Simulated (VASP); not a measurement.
Wanted: the native input for a VASP 6.6.1 run.

* Task: single point
* Functional: LDA
* Potentials or basis: VASP PAW LDA potentials, release 64 (W_sv, B)
* Cutoff: 520 eV
* k mesh: 2 × 2 × 2
* Occupations: fermi-dirac, width 0.002 eV
* Spin: no spin polarisation
* Dipole correction: no
* Further INCAR settings: LREAL = Auto; ALGO = Normal; EDIFF = 1e-06; NBANDS = 128

The structure of BW16 (a cell with a defect) lies in POSCAR:

```
BW16
1.0
    6.3200000000      0.0000000000      0.0000000000
    0.0000000000      6.3200000000      0.0000000000
    0.0000000000      0.0000000000      6.3200000000
W B
16 1
Direct
    0.0235284810      0.0022468354     -0.0168829114
    0.5218196203      0.0019462025      0.0070411392
    0.0037816456      0.4925158228     -0.0372626582
    0.0020886076     -0.0026898734      0.4965981013
    0.2430379747      0.2921044304      0.2758544304
    0.5244462025      0.5052373418     -0.0009651899
    0.5078639241     -0.0154113924      0.4607753165
    0.7621677215      0.2522468354      0.2561867089
   -0.0072468354      0.5042721519      0.5121835443
    0.2617088608      0.6930696203      0.2384018987
    0.2489398734      0.2526424051      0.7462025316
    0.4918037975      0.4784810127      0.5284968354
    0.7550632911      0.7335759494      0.2608860759
    0.7568512658      0.2366139241      0.7464398734
    0.2447310127      0.7343196203      0.7346677215
    0.7387500000      0.7522310127      0.7616772152
    0.2551898734     -0.0064240506      0.2321835443
```

These files were run (other wordings do the same):

INCAR

```
SYSTEM = BW16
PREC = Accurate
ENCUT = 520
EDIFF = 1E-6
ISMEAR = -1
SIGMA = 0.002
LREAL = Auto
LASPH = .True.
NELM = 100
ALGO = Normal
ISIF = 2
LWAVE = .False.
LCHARG = .False.
NBANDS = 128
```

KPOINTS

```
regular mesh
0
Gamma
  2 2 2
  0 0 0
```

Potentials or basis: VASP PAW LDA potentials, release 64 (W_sv, B).

The run is started by

```bash
$ cat potpaw_LDA.64/W_sv/POTCAR potpaw_LDA.64/B/POTCAR > POTCAR
$ mpirun -np 1 vasp_std > vasp.out
```

Results of the run:

```yaml
Pressure: 9.4 GPa
Largest_force: 3.919 eV/Å
```

Caveat: the k points lie up to 0.50 Å⁻¹ apart.

Wall time 12 min on 1 thread of Oxide Virtual Turin-like Processor (shared host), peak memory 0.33 GiB.
